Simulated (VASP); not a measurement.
Crystal: EuS.

```
Eu S
1.0
     0.00000    2.97850    2.97850
     2.97850    0.00000    2.97850
     2.97850    2.97850    0.00000
Eu S
1 1
Direct
  0.00000 0.00000 0.00000
  0.50000 0.50000 0.50000
```

Base run:

* Program: VASP 6.6.1
* Functional: PBE
* Potentials or basis: VASP PAW PBE potentials, release 64 (Eu, S)
* Cutoff: 600 eV
* k mesh: 7 × 7 × 7
* Occupations: fermi-dirac, width 0.15 eV
* Spin: collinear spin, ferromagnetic start
* Starting moments: [7.0, 0.0] μB
* Hubbard terms: Eu f U = 4.0 eV

Its results: pressure -0.1 GPa; net moment 6.99 μB per cell; site moments Eu +6.68; S -0.07 μB.

After a change of settings the same cell gave: pressure 0.9 GPa; net moment 7.00 μB per cell; site moments Eu +6.72; S -0.06 μB. Which change was it?
A. hubbard terms from Eu f U = 4.0 eV to Eu f U = 2.0 eV
B. hubbard terms from Eu f U = 4.0 eV to Eu f U = 6.0 eV
C. hubbard terms from Eu f U = 4.0 eV to none

B.

Caveats: a cell with one magnetic atom can't hold antiferromagnetic order, which such compounds often take.
